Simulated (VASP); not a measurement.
# Sb in VASP: a series of runs

Sb is run at these levels: PBE; tasks: electric field gradients.

Program: VASP 6.6.1. These are calculated values, not measurements. Logs are shortened: lines on timing, memory, paths and dates and some standing lists are left out, and cuts for length are marked.

### Step 1. The cell of the first run

It takes space group P4/mmm (No. 123, tetragonal). Conventional cell: a = 3.255 Å, b = 3.255 Å, c = 3.160 Å, α = 90.00°, β = 90.00°, γ = 90.00°. Within 4.2 Å of Sb (site symmetry 4/mmm) lie 6 Sb at 3.16 to 3.25 Å.

### Step 2. Electric field gradients, PBE (equal xx and yy strain of +3 %)

File INCAR:

```
SYSTEM = Sb
PREC     = Accurate       ! precision mode
ENCUT    = 520            ! plane-wave cutoff, eV
EDIFF    = 1E-8           ! SCF threshold, eV
ISMEAR   = -1             ! smearing method
SIGMA    = 0.05           ! smearing width, eV
LREAL    = .FALSE.        ! projectors in reciprocal space
LASPH    = .TRUE.         ! aspherical terms in the spheres
NELM     = 100            ! most SCF steps
ALGO     = Normal         ! electronic algorithm
ISIF     = 2              ! what is computed and relaxed
LWAVE    = .FALSE.        ! write WAVECAR
LCHARG   = .FALSE.        ! write CHGCAR
GGA      = PE             ! functional
LEFG     = .TRUE.       
NBANDS   = 8              ! bands
```

File KPOINTS:

```
regular mesh
0
G
  13 13 13
  0 0 0
```

File POSCAR:

```
Sb
1.0
    3.2548000000      0.0000000000      0.0000000000
    0.0000000000      3.2548000000      0.0000000000
    0.0000000000      0.0000000000      3.1600000000
Sb
1
Direct
    0.0000000000      0.0000000000      0.0000000000
```

Potentials or basis: VASP PAW PBE potentials, release 64 (Sb).

Started as:

```console
$ cat potpaw_PBE.64/Sb/POTCAR > POTCAR
$ mpirun -np 1 vasp_std > vasp.out
```

OUTCAR:

```text
SYSTEM = Sb
   PREC = Accurate
   ENCUT = 520
   EDIFF = 1E-8
   ISMEAR = -1
   LREAL = .FALSE.
   LASPH = .TRUE.
   NELM = 100
   ISIF = 2
   GGA = PE

 ion  position               nearest neighbor table
   1  0.000  0.000  0.000-

  LATTYP: Found a simple tetragonal cell.
 ALAT       =     3.2548000000
 C/A-ratio  =     0.9708737864

  Lattice vectors:

 A1 = (   3.2548000000,   0.0000000000,   0.0000000000)
 A2 = (   0.0000000000,   3.2548000000,   0.0000000000)
 A3 = (   0.0000000000,   0.0000000000,   3.1600000000)

Analysis of symmetry for initial positions (statically):
=====================================================================
 Subroutine PRICEL returns:
 Original cell was already a primitive cell.

 Routine SETGRP: Setting up the symmetry group for a
 simple tetragonal supercell.

 Subroutine GETGRP returns: Found 16 space group operations
 (whereof 16 operations were pure point group operations)
 out of a pool of 16 trial point group operations.

The static configuration has the point symmetry D_4h.

Analysis of symmetry for dynamics (positions and initial velocities):
=====================================================================
 Subroutine PRICEL returns:
 Original cell was already a primitive cell.

 Routine SETGRP: Setting up the symmetry group for a
 simple tetragonal supercell.

 Subroutine GETGRP returns: Found 16 space group operations
 (whereof 16 operations were pure point group operations)
 out of a pool of 16 trial point group operations.

The dynamic configuration has the point symmetry D_4h.

 Subroutine INISYM returns: Found 16 space group operations
 (whereof 16 operations are pure point group operations),
 and found     1 'primitive' translations

----------------------------------------------------------------------------------------

                                     Primitive cell

  volume of cell :      33.4762

  direct lattice vectors                    reciprocal lattice vectors
     3.254800000  0.000000000  0.000000000     0.307238540  0.000000000  0.000000000
     0.000000000  3.254800000  0.000000000     0.000000000  0.307238540  0.000000000
     0.000000000  0.000000000  3.160000000     0.000000000  0.000000000  0.316455696

  length of vectors
     3.254800000  3.254800000  3.160000000     0.307238540  0.307238540  0.316455696

  position of ions in fractional coordinates (direct lattice)
     0.000000000  0.000000000  0.000000000

  ion indices of the primitive-cell ions
   primitive index   ion index
                 1           1

----------------------------------------------------------------------------------------

 KPOINTS: regular mesh

Automatic generation of k-mesh.
 Grid dimensions read from file:
 generate k-points for:   13   13   13

 Generating k-lattice:

  Cartesian coordinates                     Fractional coordinates (reciprocal lattice)
     0.023633734  0.000000000  0.000000000     0.076923077  0.000000000  0.000000000
     0.000000000  0.023633734  0.000000000     0.000000000  0.076923077  0.000000000
     0.000000000  0.000000000  0.024342746     0.000000000  0.000000000  0.076923077

  Length of vectors
     0.023633734  0.023633734  0.024342746

  Shift w.r.t. Gamma in fractional coordinates (k-lattice)
     0.000000000  0.000000000  0.000000000

 Subroutine IBZKPT returns following result:
 ===========================================

 Found    196 irreducible k-points:

 Following reciprocal coordinates:
            Coordinates               Weight
  0.000000  0.000000  0.000000      1.000000
  0.076923  0.000000  0.000000      4.000000
  0.153846  0.000000  0.000000      4.000000
  0.230769  0.000000  0.000000      4.000000
  0.307692  0.000000  0.000000      4.000000
  0.384615  0.000000  0.000000      4.000000
[... 16 lines left out ...]
  0.307692  0.307692  0.000000      4.000000
  0.384615  0.307692  0.000000      8.000000
 [... further k-points ...]
   k-points           NKPTS =    196   k-points in BZ     NKDIM =    196   number of bands    NBANDS=      8
   number of dos      NEDOS =    301   number of ions     NIONS =      1
   total plane-waves  NPLWV =  13824
   dimension x,y,z NGX =    24 NGY =   24 NGZ =   24
   dimension x,y,z NGXF=    48 NGYF=   48 NGZF=   48
   ions per type =               1
   NGX,Y,Z   is equivalent  to a cutoff of  12.26, 12.26, 12.63 a.u.
   NGXF,Y,Z  is equivalent  to a cutoff of  24.52, 24.52, 25.25 a.u.
 SYSTEM =  Sb
   PREC   = accura    normal or accurate (medium, high low for compatibility)
   ISTART =      0    job   : 0-new  1-cont  2-samecut
   ICHARG =      2    charge: 1-file 2-atom 10-const
   ISPIN  =      1    spin polarized calculation?
   LNONCOLLINEAR =      F non collinear calculations
   LSORBIT =      F    spin-orbit coupling
   LASPH  =      T    aspherical Exc in radial PAW
   ENCUT  =  520.0 eV  38.22 Ry    6.18 a.u.   6.05  6.05  5.88*2*pi/ulx,y,z
   NELM   =    100;   NELMIN=  2; NELMDL= -5     # of ELM steps
   EDIFF  = 0.1E-07   stopping-criterion for ELM
   LREAL  =      F    real-space projection
   EDIFFG = 0.1E-06   stopping-criterion for IOM
   NSW    =      0    number of steps for IOM
   IBRION =     -1    ionic relax: 0-MD 1-quasi-New 2-CG
   NFREE  =      0    steps in history (QN), initial steepest desc. (CG)
   ISIF   =      2    stress and relaxation
   ISYM   =      2    0-nonsym 1-usesym 2-fastsym
   POTIM  = 0.5000    time-step for ionic-motion
   TEBEG  =    0.0;   TEEND  =   0.0 temperature during run
   PSTRESS=    0.0 pullay stress
   NELECT =       5.0000    total number of electrons
   NUPDOWN=      -1.0000    fix difference up-down
   EMIN   =  10.00;   EMAX   =-10.00  energy-range for DOS
   EFERMI =   0.00;   METHOD = LEGACY
   ISMEAR =    -1;   SIGMA  =   0.05  broadening in eV -4-tet -1-fermi 0-gaus
   EFERMI_NEDOS =   21; number of points for ismear=-14 and -15
   IALGO  =     38    algorithm
   IMIX   =      4    mixing-type and parameters
     AMIX     =   0.40;   BMIX     =  1.00
     AMIX_MAG =   1.60;   BMIX_MAG =  1.00
  volume/ion in A,a.u.               =      33.48       225.91
  Fermi-wavevector in a.u.,A,eV,Ry     =   0.868600  1.641415 10.265122  0.754465
  Thomas-Fermi vector in A             =   1.987301
   LORBIT       =      0    0 simple, 1 ext, 2 COOP (PROOUT), +10 PAW based schemes
   GGA     = PE    functional components
   LHFCALC =     F    Hartree Fock is set to
   AEXX    =    0.0000 exact exchange contribution
   IVDW    =     0    specifies the selected vdW correction
   LEPSILON=     F    determine dielectric tensor
   LRPA    =     F    only Hartree local field effects (RPA)
 non-spin polarized calculation
  energy-cutoff  :      520.00
  volume of cell :       33.48
 maximum number of plane-waves:       918
   NGX = 13   NGY = 13   NGZ = 11

 number of electron       5.0000000 magnetization

 Free energy of the ion-electron system (eV)
  ---------------------------------------------------
  ext. energy  EPLUGINS =         0.00000000
  ---------------------------------------------------
  free energy    TOTEN  =        -4.04187042 eV

  energy without entropy =       -4.03827933  energy(sigma->0) =       -4.04007487

 E-fermi :   5.7970     XC(G=0):  -9.1394

 val. band max:        5.7903387585   @ k =   0.3846   0.2308   0.0000
 cond. band min:       5.8670801420   @ k =   0.3846   0.2308   0.0769
 fundamental gap:      0.0767413835
 Fermi energy:         5.7970299795

 k-point     1 :       0.0000    0.0000    0.0000
  band No.  band energies     occupation
      1      -5.8075      2.00000
      2       8.4834      0.00000
      3       8.4834      0.00000
      4       9.2352      0.00000
      5      12.4072      0.00000
      6      12.5658      0.00000
      7      13.5344      0.00000
      8      22.4630      0.00000

 k-point     2 :       0.0769    0.0000    0.0000
  band No.  band energies     occupation
      1      -5.7348      2.00000
      2       7.5980      0.00000
      3       8.5522      0.00000
      4       9.3044      0.00000
      5      12.5537      0.00000
      6      13.2198      0.00000
      7      13.8723      0.00000
      8      21.6604      0.00000
[... 221 lines left out ...]
 k-point    23 :       0.3077    0.3077    0.0000
  band No.  band energies     occupation
      1      -3.6590      2.00000
      2       3.8080      2.00000
      3       4.0163      2.00000
      4      11.1392      0.00000
      5      11.6730      0.00000
      6      15.4284      0.00000
      7      19.4006      0.00000
      8      19.6477      0.00000

 k-point    24 :       0.3846    0.3077    0.0000
  band No.  band energies     occupation
      1      -3.1898      2.00000
      2       2.7414      2.00000
      3       4.3319      2.00000
      4      10.6579      0.00000
      5      11.4954      0.00000
      6      15.9672      0.00000
      7      18.7105      0.00000
      8      19.0302      0.00000

 [... further k-points ...]

------------------------ aborting loop because EDIFF is reached ----------------------------------------

  FORCE on cell =-STRESS in cart. coord.  units (eV):
  Direction    XX          YY          ZZ          XY          YZ          ZX
  --------------------------------------------------------------------------------------
  -------------------------------------------------------------------------------------
  Total       -1.2071817     -1.2071817     -0.5241685      0.0000000      0.0000000     -0.0000000
  in kB      -57.7760062    -57.7760062    -25.0868298      0.0000000      0.0000000     -0.0000000
  external PRESSURE =     -46.8796141 kB  Pullay stress =       0.0000000 kB

 VOLUME and BASIS-vectors are now :
 -----------------------------------------------------------------------------
  energy-cutoff  :      520.00
  volume of cell :       33.48
      direct lattice vectors                 reciprocal lattice vectors
     3.254800000  0.000000000  0.000000000     0.307238540  0.000000000  0.000000000
     0.000000000  3.254800000  0.000000000     0.000000000  0.307238540  0.000000000
     0.000000000  0.000000000  3.160000000     0.000000000  0.000000000  0.316455696

 POSITION                                       TOTAL-FORCE (eV/Angst)
 -----------------------------------------------------------------------------------
      0.00000      0.00000      0.00000         0.000000      0.000000      0.000000
 -----------------------------------------------------------------------------------
    total drift:                               -0.000000      0.000000      0.000000

  FREE ENERGIE OF THE ION-ELECTRON SYSTEM (eV)
  ---------------------------------------------------
  free  energy   TOTEN  =        -4.0418704240 eV

  energy  without entropy=       -4.0382793250  energy(sigma->0) =       -4.04007487

 Electric field gradients (V/A^2)
---------------------------------------------------------------------
 ion       V_xx      V_yy      V_zz      V_xy      V_xz      V_yz
---------------------------------------------------------------------
   1       5.066     5.066   -10.131     0.000    -0.000     0.000
---------------------------------------------------------------------

 Electric field gradients after diagonalization (V/A^2)
 (convention: |V_zz| > |V_xx| > |V_yy|)
----------------------------------------------------------------------
 ion       V_xx      V_yy      V_zz     asymmetry (V_yy - V_xx)/ V_zz
----------------------------------------------------------------------
   1       5.066     5.066   -10.131       0.000
----------------------------------------------------------------------

           NMR quadrupolar parameters

 Cq : quadrupolar parameter    Cq=e*Q*V_zz/h
 eta: asymmetry parameters     (V_yy - V_xx)/ V_zz
 Q  : nuclear electric quadrupole moment in mb (millibarn)
----------------------------------------------------------------------
 ion       Cq(MHz)       eta       Q (mb)
----------------------------------------------------------------------
   1      -0.024       0.000       1.000
----------------------------------------------------------------------
```

It took 24 s on 1 thread of Intel Xeon Platinum 8488C (Sapphire Rapids), shared host; peak memory 0.17 GiB.

What came out:

```
Free energy : -4.0419 eV
Pressure    : -4.7 GPa
```

Electric field gradients, principal values (V/Å²):
| atom | least | middle | greatest (by size) |
| --- | --- | --- | --- |
| 1 Sb | 5.066 | 5.066 | -10.131 |

Caveat: the cell differs from its parent crystal (equal xx and yy strain of +3 %); without QUAD_EFG the Cq values of the log hold for a quadrupole moment of 1 mb, not for the nuclei; spin-orbit coupling is left out, which moves the levels of the heavy elements.

### Step 3. Electric field gradients, PBE (equal xx and yy strain of +3 %)

File INCAR:

```
ALGO = Normal ; EDIFF = 1E-8
ENCUT = 520 ; GGA = PE
ISIF = 2 ; ISMEAR = -1
LASPH = T ; LCHARG = F
LEFG = T ; LREAL = F
LWAVE = F ; NBANDS = 8
NELM = 60 ; PREC = Accurate
SIGMA = 0.05
```

File KPOINTS:

```
k-points
0
Gamma
  13 13 13
```

POSCAR is that of step 2.

Potentials or basis: VASP PAW PBE potentials, release 64 (Sb).

Started as:

```console
$ cat potpaw_PBE.64/Sb/POTCAR > POTCAR
$ mpirun -np 1 vasp_std > vasp.out
```

OUTCAR:

```text
EDIFF = 1E-8
   ENCUT = 520
   GGA = PE
   ISIF = 2
   ISMEAR = -1
   LASPH = T
   LREAL = F
   NELM = 60
   PREC = Accurate

 ion  position               nearest neighbor table
   1  0.000  0.000  0.000-

  LATTYP: Found a simple tetragonal cell.
 ALAT       =     3.2548000000
 C/A-ratio  =     0.9708737864

  Lattice vectors:

 A1 = (   3.2548000000,   0.0000000000,   0.0000000000)
 A2 = (   0.0000000000,   3.2548000000,   0.0000000000)
[... 469 lines left out ...]
    total drift:                               -0.000000      0.000000      0.000000

  FREE ENERGIE OF THE ION-ELECTRON SYSTEM (eV)
  ---------------------------------------------------
  free  energy   TOTEN  =        -4.0418704240 eV

  energy  without entropy=       -4.0382793250  energy(sigma->0) =       -4.04007487

 Electric field gradients (V/A^2)
---------------------------------------------------------------------
 ion       V_xx      V_yy      V_zz      V_xy      V_xz      V_yz
---------------------------------------------------------------------
   1       5.066     5.066   -10.131     0.000    -0.000     0.000
---------------------------------------------------------------------

 Electric field gradients after diagonalization (V/A^2)
 (convention: |V_zz| > |V_xx| > |V_yy|)
----------------------------------------------------------------------
 ion       V_xx      V_yy      V_zz     asymmetry (V_yy - V_xx)/ V_zz
----------------------------------------------------------------------
   1       5.066     5.066   -10.131       0.000
----------------------------------------------------------------------

           NMR quadrupolar parameters

 Cq : quadrupolar parameter    Cq=e*Q*V_zz/h
 eta: asymmetry parameters     (V_yy - V_xx)/ V_zz
 Q  : nuclear electric quadrupole moment in mb (millibarn)
----------------------------------------------------------------------
 ion       Cq(MHz)       eta       Q (mb)
----------------------------------------------------------------------
   1      -0.024       0.000       1.000
----------------------------------------------------------------------
```

OSZICAR:

```text
N       E                     dE             d eps       ncg     rms          rms(c)
DAV:   1     0.545917039590E+01    0.54592E+01   -0.15941E+03  3136   0.399E+02
DAV:   2    -0.390486184735E+01   -0.93640E+01   -0.90239E+01  4368   0.513E+01
DAV:   3    -0.403682407720E+01   -0.13196E+00   -0.13185E+00  3792   0.689E+00
DAV:   4    -0.403744153577E+01   -0.61746E-03   -0.61745E-03  4792   0.578E-01
DAV:   5    -0.403744401403E+01   -0.24783E-05   -0.24789E-05  4040   0.239E-02    0.158E+00
DAV:   6    -0.403994210449E+01   -0.24981E-02   -0.16817E-03  3968   0.231E-01    0.923E-01
DAV:   7    -0.404180889760E+01   -0.18668E-02   -0.37836E-03  3496   0.344E-01    0.810E-02
DAV:   8    -0.404186690870E+01   -0.58011E-04   -0.11683E-04  4296   0.712E-02    0.938E-03
DAV:   9    -0.404187014620E+01   -0.32375E-05   -0.29483E-06  4296   0.108E-02    0.270E-03
DAV:  10    -0.404187030787E+01   -0.16167E-06   -0.11974E-06  3960   0.556E-03    0.357E-04
DAV:  11    -0.404187036351E+01   -0.55645E-07   -0.16040E-08  4456   0.819E-04    0.191E-04
DAV:  12    -0.404187040656E+01   -0.43046E-07   -0.11514E-08  3880   0.597E-04    0.206E-04
DAV:  13    -0.404187042922E+01   -0.22662E-07   -0.12043E-10  2248   0.738E-05    0.275E-05
DAV:  14    -0.404187042398E+01    0.52398E-08   -0.81943E-12  2104   0.221E-05
   1 F= -.40418704E+01 E0= -.40400749E+01  d E =-.359110E-02
```

Run time: 25 s. Hardware: 1 thread of Intel Xeon Platinum 8488C (Sapphire Rapids), shared host; peak memory 0.17 GiB.

Results:

- Free energy: -4.0419 eV
- Pressure: -4.7 GPa

Electric field gradients, principal values (V/Å²):
```tsv
atom	least	middle	greatest (by size)
1 Sb	5.066	5.066	-10.131
```

Caveat: the cell differs from its parent crystal (equal xx and yy strain of +3 %); without QUAD_EFG the Cq values of the log hold for a quadrupole moment of 1 mb, not for the nuclei; spin-orbit coupling is left out, which moves the levels of the heavy elements.

(Continued in part 2 of 2.)
